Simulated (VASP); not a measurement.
# Ge (I4_1/amd) in VASP: settings compared

The runs below take Ge through single point, relaxation of cell and atoms, with PBE, BLYP.

All numbers are computed with VASP 6.6.1; they aren't measurements. Logs are shortened: lines on timing, memory, paths and dates and some standing lists are left out, and cuts for length are marked.

## (1) The cell of the first run

Symmetry: I4_1/amd, No. 141, tetragonal system. The conventional cell has a = 5.149 Å, b = 5.149 Å, c = 2.795 Å, α = 90.00°, β = 90.00°, γ = 90.00°. Ge (site symmetry -4m2) has 10 Ge at 2.67 to 3.32 Å within 3.5 Å.

## (2) Single point, PBE

INCAR

```
SYSTEM = Ge
ALGO = Normal
EDIFF = 1E-6
ENCUT = 520
GGA = PE
ISIF = 2
ISMEAR = 0
LASPH = .TRUE.
LCHARG = .TRUE.
LELF = .TRUE.
LREAL = .FALSE.
LVHAR = .TRUE.
LWAVE = .FALSE.
NBANDS = 21
NELM = 80
PREC = Accurate
SIGMA = 0.023
```

KPOINTS

```
k-points
0
G
  11 11 11
  0 0 0
```

POSCAR

```
Ge
1.0
   -2.5744897190      2.5744897190      1.3974126432
    2.5744897190     -2.5744897190      1.3974126432
    2.5744897190      2.5744897190     -1.3974126432
Ge
2
Direct
    0.5000000000      0.5000000000      0.0000000000
    0.2500000000      0.7500000000      0.5000000000
```

Potentials or basis: VASP PAW PBE potentials, release 64 (Ge_d).

Command:

```sh
$ cat potpaw_PBE.64/Ge_d/POTCAR > POTCAR
$ mpirun -np 1 vasp_std > vasp.out
```

OUTCAR:

```text
SYSTEM = Ge
   EDIFF = 1E-6
   ENCUT = 520
   GGA = PE
   ISIF = 2
   ISMEAR = 0
   LASPH = .TRUE.
   LREAL = .FALSE.
   NELM = 80
   PREC = Accurate

 ion  position               nearest neighbor table
   1  0.500  0.500  0.000-   2 2.67   2 2.67   2 2.67   2 2.67
   2  0.250  0.750  0.500-   1 2.67   1 2.67   1 2.67   1 2.67

  LATTYP: Found a body centered tetragonal cell.
 ALAT       =     5.1489794380
 C/A-ratio  =     0.5427920853

  Lattice vectors:

 A1 = (  -2.5744897190,   2.5744897190,   1.3974126432)
 A2 = (   2.5744897190,  -2.5744897190,   1.3974126432)
 A3 = (   2.5744897190,   2.5744897190,  -1.3974126432)

Analysis of symmetry for initial positions (statically):
=====================================================================
 Subroutine PRICEL returns:
 Original cell was already a primitive cell.

 Routine SETGRP: Setting up the symmetry group for a
 body centered tetragonal supercell.

 Subroutine GETGRP returns: Found 16 space group operations
 (whereof  8 operations were pure point group operations)
 out of a pool of 16 trial point group operations.

The static configuration has the point symmetry D_2d.
 The point group associated with its full space group is D_4h.

Analysis of symmetry for dynamics (positions and initial velocities):
=====================================================================
 Subroutine PRICEL returns:
 Original cell was already a primitive cell.

 Routine SETGRP: Setting up the symmetry group for a
 body centered tetragonal supercell.

 Subroutine GETGRP returns: Found 16 space group operations
 (whereof  8 operations were pure point group operations)
 out of a pool of 16 trial point group operations.

The dynamic configuration has the point symmetry D_2d.
 The point group associated with its full space group is D_4h.

 Subroutine INISYM returns: Found 16 space group operations
 (whereof  8 operations are pure point group operations),
 and found     1 'primitive' translations

----------------------------------------------------------------------------------------

                                     Primitive cell

  volume of cell :      37.0482

  direct lattice vectors                    reciprocal lattice vectors
    -2.574489719  2.574489719  1.397412643     0.000000000  0.194213244  0.357804119
     2.574489719 -2.574489719  1.397412643     0.194213244  0.000000000  0.357804119
     2.574489719  2.574489719 -1.397412643     0.194213244  0.194213244  0.000000000

  length of vectors
     3.899840602  3.899840602  3.899840602     0.407114937  0.407114937  0.274659004

  position of ions in fractional coordinates (direct lattice)
     0.500000000  0.500000000  0.000000000
     0.250000000  0.750000000  0.500000000

  ion indices of the primitive-cell ions
   primitive index   ion index
                 1           1
                 2           2

----------------------------------------------------------------------------------------

 KPOINTS: k-points

Automatic generation of k-mesh.
 Grid dimensions read from file:
 generate k-points for:   11   11   11

 Generating k-lattice:

  Cartesian coordinates                     Fractional coordinates (reciprocal lattice)
     0.000000000  0.017655749  0.032527647     0.090909091 -0.000000000  0.000000000
     0.017655749  0.000000000  0.032527647    -0.000000000  0.090909091  0.000000000
     0.017655749  0.017655749  0.000000000     0.000000000  0.000000000  0.090909091

  Length of vectors
     0.037010449  0.037010449  0.024969000

  Shift w.r.t. Gamma in fractional coordinates (k-lattice)
     0.000000000  0.000000000  0.000000000

 Subroutine IBZKPT returns following result:
 ===========================================

 Found    126 irreducible k-points:

 Following reciprocal coordinates:
            Coordinates               Weight
  0.000000  0.000000  0.000000      1.000000
  0.090909  0.000000 -0.000000      8.000000
  0.181818  0.000000 -0.000000      8.000000
  0.272727  0.000000  0.000000      8.000000
  0.363636  0.000000 -0.000000      8.000000
  0.454545  0.000000 -0.000000      8.000000
[... 16 lines left out ...]
 -0.272727  0.181818  0.000000     16.000000
 -0.181818  0.181818  0.000000      4.000000
 [... further k-points ...]
   k-points           NKPTS =    126   k-points in BZ     NKDIM =    126   number of bands    NBANDS=     21
   number of dos      NEDOS =    301   number of ions     NIONS =      2
   total plane-waves  NPLWV =  27000
   dimension x,y,z NGX =    30 NGY =   30 NGZ =   30
   dimension x,y,z NGXF=    60 NGYF=   60 NGZF=   60
   ions per type =               2
   NGX,Y,Z   is equivalent  to a cutoff of  12.79, 12.79, 12.79 a.u.
   NGXF,Y,Z  is equivalent  to a cutoff of  25.58, 25.58, 25.58 a.u.
 SYSTEM =  Ge
   PREC   = accura    normal or accurate (medium, high low for compatibility)
   ISTART =      0    job   : 0-new  1-cont  2-samecut
   ICHARG =      2    charge: 1-file 2-atom 10-const
   ISPIN  =      1    spin polarized calculation?
   LNONCOLLINEAR =      F non collinear calculations
   LSORBIT =      F    spin-orbit coupling
   LASPH  =      T    aspherical Exc in radial PAW
   ENCUT  =  520.0 eV  38.22 Ry    6.18 a.u.   7.25  7.25  7.25*2*pi/ulx,y,z
   NELM   =     80;   NELMIN=  2; NELMDL= -5     # of ELM steps
   EDIFF  = 0.1E-05   stopping-criterion for ELM
   LREAL  =      F    real-space projection
   EDIFFG = 0.1E-04   stopping-criterion for IOM
   NSW    =      0    number of steps for IOM
   IBRION =     -1    ionic relax: 0-MD 1-quasi-New 2-CG
   NFREE  =      0    steps in history (QN), initial steepest desc. (CG)
   ISIF   =      2    stress and relaxation
   ISYM   =      2    0-nonsym 1-usesym 2-fastsym
   POTIM  = 0.5000    time-step for ionic-motion
   TEBEG  =    0.0;   TEEND  =   0.0 temperature during run
   PSTRESS=    0.0 pullay stress
   NELECT =      28.0000    total number of electrons
   NUPDOWN=      -1.0000    fix difference up-down
   EMIN   =  10.00;   EMAX   =-10.00  energy-range for DOS
   EFERMI =   0.00;   METHOD = LEGACY
   ISMEAR =     0;   SIGMA  =   0.02  broadening in eV -4-tet -1-fermi 0-gaus
   EFERMI_NEDOS =   21; number of points for ismear=-14 and -15
   IALGO  =     38    algorithm
   IMIX   =      4    mixing-type and parameters
     AMIX     =   0.40;   BMIX     =  1.00
     AMIX_MAG =   1.60;   BMIX_MAG =  1.00
  volume/ion in A,a.u.               =      18.52       125.01
  Fermi-wavevector in a.u.,A,eV,Ry     =   1.491209  2.817976 30.255333  2.223704
  Thomas-Fermi vector in A             =   2.603893
   LORBIT       =      0    0 simple, 1 ext, 2 COOP (PROOUT), +10 PAW based schemes
   GGA     = PE    functional components
   LHFCALC =     F    Hartree Fock is set to
   AEXX    =    0.0000 exact exchange contribution
   IVDW    =     0    specifies the selected vdW correction
   LEPSILON=     F    determine dielectric tensor
   LRPA    =     F    only Hartree local field effects (RPA)
 non-spin polarized calculation
 Gauss-broadening in eV      SIGMA  =   0.02
  energy-cutoff  :      520.00
  volume of cell :       37.05
 maximum number of plane-waves:      1029
 NGX is ok and might be reduce to    30
   NGX = 15   NGY = 15   NGZ = 15

 number of electron      28.0000028 magnetization

 Free energy of the ion-electron system (eV)
  ---------------------------------------------------
  ext. energy  EPLUGINS =         0.00000000
  ---------------------------------------------------
  free energy    TOTEN  =        -8.55999724 eV

  energy without entropy =       -8.55943960  energy(sigma->0) =       -8.55971842

 E-fermi :   6.8480     XC(G=0): -11.3194

 val. band max:        6.8461354748   @ k =  -0.4545   0.0909   0.0000
 cond. band min:       6.8575243758   @ k =   0.2727   0.0909   0.0909
 fundamental gap:      0.0113889010
 Fermi energy:         6.8480012075

 k-point     1 :       0.0000    0.0000    0.0000
  band No.  band energies     occupation
      1     -17.9539      2.00000
      2     -17.9100      2.00000
      3     -17.8784      2.00000
      4     -17.8778      2.00000
      5     -17.7724      2.00000
      6     -17.7724      2.00000
[... 13 lines left out ...]
     20      18.3563      0.00000
     21      19.3363      0.00000

 k-point     2 :       0.0909    0.0000   -0.0000
  band No.  band energies     occupation
      1     -17.9507      2.00000
      2     -17.8990      2.00000
      3     -17.8742      2.00000
      4     -17.8645      2.00000
      5     -17.7809      2.00000
      6     -17.7795      2.00000
[... 13 lines left out ...]
     20      18.2560      0.00000
     21      18.9096      0.00000

 k-point     3 :       0.1818    0.0000   -0.0000
  band No.  band energies     occupation
      1     -17.9409      2.00000
      2     -17.8720      2.00000
      3     -17.8629      2.00000
      4     -17.8359      2.00000
      5     -17.7983      2.00000
      6     -17.7851      2.00000
[... 13 lines left out ...]
     20      16.6479      0.00000
     21      17.4923      0.00000

 k-point     4 :       0.2727    0.0000    0.0000
  band No.  band energies     occupation
      1     -17.9278      2.00000
      2     -17.8502      2.00000
      3     -17.8488      2.00000
      4     -17.8262      2.00000
      5     -17.8153      2.00000
      6     -17.7859      2.00000
[... 13 lines left out ...]
     20      15.3772      0.00000
     21      17.7520      0.00000

 k-point     5 :       0.3636    0.0000   -0.0000
  band No.  band energies     occupation
      1     -17.9167      2.00000
      2     -17.8511      2.00000
      3     -17.8461      2.00000
      4     -17.8372      2.00000
      5     -17.8152      2.00000
      6     -17.7977      2.00000
[... 13 lines left out ...]
     20      15.6798      0.00000
     21      18.8165      0.00000
[... 382 lines left out ...]
     20      17.2936      0.00000
     21      17.8690      0.00000

 k-point    22 :      -0.3636    0.1818    0.0000
  band No.  band energies     occupation
      1     -17.9144      2.00000
      2     -17.8790      2.00000
      3     -17.8598      2.00000
      4     -17.8375      2.00000
      5     -17.8015      2.00000
      6     -17.7800      2.00000
[... 13 lines left out ...]
     20      17.5187      0.00000
     21      18.7030      0.00000

 k-point    23 :      -0.2727    0.1818    0.0000
  band No.  band energies     occupation
      1     -17.9265      2.00000
      2     -17.9032      2.00000
      3     -17.8795      2.00000
      4     -17.8523      2.00000
      5     -17.7884      2.00000
      6     -17.7680      2.00000
[... 13 lines left out ...]
     20      19.1946      0.00000
     21      19.8094      0.00000

 k-point    24 :      -0.1818    0.1818    0.0000
  band No.  band energies     occupation
      1     -17.9366      2.00000
      2     -17.9128      2.00000
      3     -17.8872      2.00000
      4     -17.8629      2.00000
      5     -17.7804      2.00000
      6     -17.7644      2.00000
[... 13 lines left out ...]
     20      19.0104      0.00000
     21      19.4195      0.00000

 [... further k-points ...]

------------------------ aborting loop because EDIFF is reached ----------------------------------------

  FORCE on cell =-STRESS in cart. coord.  units (eV):
  Direction    XX          YY          ZZ          XY          YZ          ZX
  --------------------------------------------------------------------------------------
  -------------------------------------------------------------------------------------
  Total        0.6825087      0.6825087      0.7873448      0.0000000      0.0000000      0.0000000
  in kB       29.5156108     29.5156108     34.0493292      0.0000000      0.0000000      0.0000000
  external PRESSURE =      31.0268503 kB  Pullay stress =       0.0000000 kB

 VOLUME and BASIS-vectors are now :
 -----------------------------------------------------------------------------
  energy-cutoff  :      520.00
  volume of cell :       37.05
      direct lattice vectors                 reciprocal lattice vectors
    -2.574489719  2.574489719  1.397412643     0.000000000  0.194213244  0.357804119
     2.574489719 -2.574489719  1.397412643     0.194213244  0.000000000  0.357804119
     2.574489719  2.574489719 -1.397412643     0.194213244  0.194213244  0.000000000

 POSITION                                       TOTAL-FORCE (eV/Angst)
 -----------------------------------------------------------------------------------
      0.00000      0.00000      1.39741         0.000000      0.000000      0.000000
      2.57449      0.00000      0.69871        -0.000000     -0.000000     -0.000000
 -----------------------------------------------------------------------------------
    total drift:                                0.000000     -0.000000      0.000000

  FREE ENERGIE OF THE ION-ELECTRON SYSTEM (eV)
  ---------------------------------------------------
  free  energy   TOTEN  =        -8.5599972390 eV

  energy  without entropy=       -8.5594396031  energy(sigma->0) =       -8.55971842
```

Run time: 49 s. Hardware: 1 thread of Intel Xeon 6975P-C (Granite Rapids), shared host; peak memory 0.22 GiB.

What came out:

* Free energy: -8.5600 eV
* Pressure: 3.1 GPa
* Band gap on the k mesh: zero (bands 14 and 15 overlap by 4.71 eV)

Levels at points of the mesh, in eV from the Fermi level:
| k point | band 11 | band 12 | band 13 | band 14 | band 15 | band 16 | band 17 | band 18 |
| --- | --- | --- | --- | --- | --- | --- | --- | --- |
| (0.00, 0.00, 0.00) | -13.35 | -4.11 | -2.39 | -2.39 | 3.24 | 7.56 | 7.56 | 8.11 |

Caveat: the cell stands under pressure.

## (3) Single point, BLYP

This run uses another cell than the first one, of 21.30 Å³/atom.

INCAR

```
SYSTEM = Ge
PREC     = Accurate       ! precision mode
ENCUT    = 520            ! plane-wave cutoff, eV
EDIFF    = 1E-7           ! SCF threshold, eV
ISMEAR   = -1             ! smearing method
SIGMA    = 0.05           ! smearing width, eV
LREAL    = .FALSE.        ! projectors in reciprocal space
LASPH    = .TRUE.         ! aspherical terms in the spheres
NELM     = 100            ! most SCF steps
ALGO     = Normal         ! electronic algorithm
ISIF     = 2              ! what is computed and relaxed
LWAVE    = .FALSE.        ! write WAVECAR
LCHARG   = .FALSE.        ! write CHGCAR
GGA      = B5             ! functional
ALDAX    = 1.0          
AGGAX    = 1.0          
AGGAC    = 1.0          
ALDAC    = 0.0          
NBANDS   = 21             ! bands
```

KPOINTS

```
Automatic mesh
0
G
  11 11 11
  0 0 0
```

POSCAR

```
Ge
1.0
   -2.6937846869      2.6937846869      1.4678095911
    2.6937846869     -2.6937846869      1.4678095911
    2.6937846869      2.6937846869     -1.4678095911
Ge
2
Direct
    0.5000000000      0.5000000000      0.0000000000
    0.2500000000      0.7500000000      0.5000000000
```

Potentials or basis: VASP PAW PBE potentials, release 64 (Ge_d).

Command:

```sh
$ cat potpaw_PBE.64/Ge_d/POTCAR > POTCAR
$ mpirun -np 1 vasp_std > vasp.out
```

Run time: 65 s. Hardware: 1 thread of Intel Xeon 6975P-C (Granite Rapids), shared host; peak memory 0.22 GiB.

It converged, with:

```yaml
Free_energy: -6.9277 eV
Pressure: -0.1 GPa
Band_gap_on_the_k_mesh: zero (bands 14 and 15 overlap by 3.72 eV)
```

Stress tensor (GPa, compression positive):
```
-0.07  0.00  0.00
 0.00 -0.07  0.00
 0.00  0.00 -0.15
```

Levels at points of the mesh, in eV from the Fermi level:
```tsv
k point	band 10	band 11	band 12	band 13	band 14	band 15	band 16	band 17	band 18	band 19
(0.00, 0.00, 0.00)	-24.36	-12.14	-4.64	-1.89	-1.89	4.07	6.63	6.63	6.91	7.04
```

Caveat: the PAW data sets were made with another functional, which shifts forces and pressure a little.

[end of part 1 of 2]
